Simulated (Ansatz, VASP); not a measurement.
**BaTa2Cu: VASP beside Ansatz**

```xyz
4
Lattice="3.0309 0.0000 0.0000 -1.5155 2.6249 0.0000 0.0000 0.0000 10.5444" Properties=species:S:1:pos:R:3 pbc="T T T"
Ba    0.0000    1.7499    0.0000
Ta    0.0000    0.0000    7.4041
Ta    0.0000    0.0000    3.1404
Cu    0.0000    1.7499    5.2722
```

Alike in both runs: functional PBE; k mesh 18 × 18 × 6; occupations gaussian, width 0.1 eV; no spin polarisation.

Ansatz relaxed the structure, and its values are those at the end. VASP's run is a single point on that final structure, the one shown.

```csv
,VASP,Ansatz
version,VASP 6.6.1,Ansatz 0.2.0
potentials or method,"VASP PAW PBE potentials, release 64 (Ba_sv, Ta_pv, Cu), cutoff 520 eV","scalar-relativistic, plane waves, PAW"
valence electrons in the cell,43,55
```

```tsv
	VASP	Ansatz	Ansatz less VASP
gap on the k mesh at the Fermi level (eV)	none	none	-
pressure (GPa)	1.7	0.0	-1.69
rms of the force components (eV/Å)	0.032	0.001	-0.0310
```

A gap of «none» marks a metal or a gap that the smearing closes. With one functional, cell and mesh, what is left measures potentials, basis and numerics. VASP's potentials hold 43 valence electrons a cell and Ansatz's 55, so a difference there can come from the potentials and not from the codes.

Neither program's run includes spin-orbit coupling.
